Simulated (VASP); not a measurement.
WSe: single point with PBE+U

The system is WSe.

```
W Se
1.0
     4.06796    0.00000    0.00000
    -2.03398    3.52295    0.00000
     0.00000    0.00000    6.76613
W Se
2 2
Direct
  0.00000 0.00000 0.00000
  0.00000 0.00000 0.50000
  0.33333 0.66667 0.25000
  0.66667 0.33333 0.75000
```

| Property | Result |
| --- | --- |
| Program | VASP 6.6.1 |
| Task | single point |
| Functional | PBE |
| Potentials or basis | VASP PAW PBE potentials, release 64 (W_sv, Se) |
| Cutoff | 520 eV |
| k mesh | 12 × 12 × 6 |
| Occupations | gaussian, width 0.1 eV |
| Spin | collinear spin |
| Starting moments | [2.5, 2.5, 0.0, 0.0] μB |
| Hubbard terms | W d U = 6.2 eV |
| Dipole correction | no |
| Further INCAR settings | ALGO = Normal; EDIFF = 1e-07; NBANDS = 32 |

```
Pressure                                              : -2.6 GPa
Net moment                                            : 7.89 μB per cell
Site moments                                          : W +3.23; Se -0.10 μB
Valence electrons inside the program's atomic spheres : W 11.74; Se 3.81
```

Levels at points of the mesh, in eV from the Fermi level:
Spin up:
```tsv
k point	band 22	band 23	band 24	band 25	band 26	band 27
(0.00, 0.00, 0.00)	-1.58	-1.20	-1.20	-0.83	1.32	2.08
(0.50, 0.00, 0.00)	-1.80	-1.14	-0.43	0.34	1.77	2.19
(0.00, 0.00, 0.50)	-3.06	0.59	0.59	0.59	0.59	1.60
(0.50, 0.00, 0.50)	-2.23	0.06	0.06	0.24	0.24	1.28
```
Spin down:
| k point | band 13 | band 14 | band 15 | band 16 | band 17 | band 18 | band 19 | band 20 |
| --- | --- | --- | --- | --- | --- | --- | --- | --- |
| (0.00, 0.00, 0.00) | -3.90 | -2.73 | -2.68 | -2.68 | -0.26 | 0.43 | 1.56 | 1.56 |
| (0.50, 0.00, 0.00) | -4.45 | -4.42 | -3.99 | -3.71 | -0.35 | 1.17 | 2.79 | 3.05 |
| (0.00, 0.00, 0.50) | -3.39 | -3.39 | -3.39 | -3.39 | 0.96 | 0.96 | 2.29 | 2.29 |
| (0.50, 0.00, 0.50) | -4.00 | -4.00 | -3.85 | -3.85 | 0.86 | 0.86 | 1.63 | 1.63 |

Eigenvalues of the final occupation matrices:
```
    site  spin  trace               eigenvalues
site 1 d     1   3.28  0.49 0.49 0.76 0.77 0.77
site 1 d     2   0.16  0.01 0.01 0.02 0.06 0.06
site 2 d     1   3.28  0.49 0.49 0.76 0.77 0.77
site 2 d     2   0.16  0.01 0.01 0.02 0.06 0.06
```

Run time: 5.8 min on 1 thread of Intel(R) Xeon(R) Platinum 8488C (Sapphire Rapids), with other jobs on the host, peak memory 0.47 GiB.

Caveat: spin-orbit coupling is left out, which moves the levels of the heavy elements.
